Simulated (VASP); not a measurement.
## CdTe: single point with r2SCAN+D4

Crystal: CdTe.

```
CELL_PARAMETERS angstrom
0.00000 2.98751 2.98751
2.98751 0.00000 2.98751
2.98751 2.98751 0.00000
ATOMIC_POSITIONS crystal
Cd 0.50000 0.50000 0.50000
Te 0.00000 0.00000 0.00000
```

This cell differs from its parent crystal: volume scaled by 0.96.

```
Program                : VASP 6.6.1
Task                   : single point
Functional             : r2SCAN
Dispersion             : D4
Potentials or basis    : VASP PAW PBE potentials, release 64 (Cd, Te)
Cutoff                 : 520 eV
k mesh                 : 6 × 6 × 6
Occupations            : gaussian, width 0.05 eV
Spin                   : no spin polarisation
Dipole correction      : no
Further INCAR settings : ALGO = Normal; EDIFF = 1e-06; NBANDS = 16
```

```
Pressure                   : 2.8 GPa
Band gap on the k mesh     : zero (band 9 reaches 4.52 eV, above the bottom of band 10 at 3.41 eV)
Dispersion energy per atom : -0.157 eV
```

Levels at points of the mesh, in eV from the Fermi level:
| k point | band 7 | band 8 | band 9 | band 10 | band 11 | band 12 |
| --- | --- | --- | --- | --- | --- | --- |
| (0.00, 0.00, 0.00) | -0.63 | -0.63 | -0.63 | 1.17 | 7.45 | 7.45 |
| (0.50, 0.00, 0.00) | -5.70 | -0.12 | -0.12 | 3.12 | 4.24 | 4.24 |
| (0.50, 0.50, 0.00) | -4.69 | -2.45 | -2.45 | -1.13 | 4.39 | 10.25 |

It took 22 s on 1 thread of Intel(R) Xeon(R) 6975P-C (Granite Rapids) (shared host), peak memory 0.19 GiB.

Caveat: the PAW data sets were made with another functional, which shifts forces and pressure a little; spin-orbit coupling is left out, which moves the levels of the heavy elements; pairwise dispersion overbinds metals, which lowers pressure and volume.
